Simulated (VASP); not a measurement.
Set up this calculation in VASP 6.6.1, as the native input.

* Task: single point
* Functional: BLYP
* Dispersion: D4
* Potentials or basis: VASP PAW PBE potentials, release 64 (Pd_sv_GW)
* Cutoff: 630 eV
* k mesh: 12 × 12 × 12
* Occupations: fermi-dirac, width 0.05 eV
* Spin: no spin polarisation
* Dipole correction: no
* Further INCAR settings: ALGO = Normal; EDIFF = 1e-06; NBANDS = 15

The structure of Pd lies in POSCAR:

```
Pd
1.0
    0.0000000000      1.9846763588      1.9846763588
    1.9846763588      0.0000000000      1.9846763588
    1.9846763588      1.9846763588      0.0000000000
Pd
1
Direct
    0.0000000000      0.0000000000      0.0000000000
```

These files were run (other wordings do the same):

INCAR

```
SYSTEM = Pd
AGGAC = 1.0
AGGAX = 1.0
ALDAC = 0.0
ALDAX = 1.0
ALGO = Normal
EDIFF = 1E-6
ENCUT = 630
GGA = B5
GGA_COMPAT = .FALSE.
ISIF = 2
ISMEAR = -1
IVDW = 13
LASPH = .TRUE.
LCHARG = .FALSE.
LREAL = .FALSE.
LWAVE = .FALSE.
NBANDS = 15
NELM = 120
PREC = Accurate
SIGMA = 0.05
VDW_A1 = 0.44488865
VDW_A2 = 4.0933009
VDW_S6 = 1.0
VDW_S8 = 2.34076671
```

KPOINTS

```
k-points
0
G
  12 12 12
  0 0 0
```

Potentials or basis: VASP PAW PBE potentials, release 64 (Pd_sv_GW).

Command:

```sh
$ cat potpaw_PBE.64/Pd_sv_GW/POTCAR > POTCAR
$ mpirun -np 1 vasp_std > vasp.out
```

It gave:

```
Pressure                   : -2.4 GPa
Band gap on the k mesh     : zero (bands 9 and 10 overlap by 1.45 eV)
Dispersion energy per atom : -0.894 eV
```

Caveat: the PAW data sets were made with another functional, which shifts forces and pressure a little.

It took 19 s on 1 thread of Intel(R) Xeon(R) Platinum 8488C (Sapphire Rapids), on a shared host, peak memory 0.16 GiB.
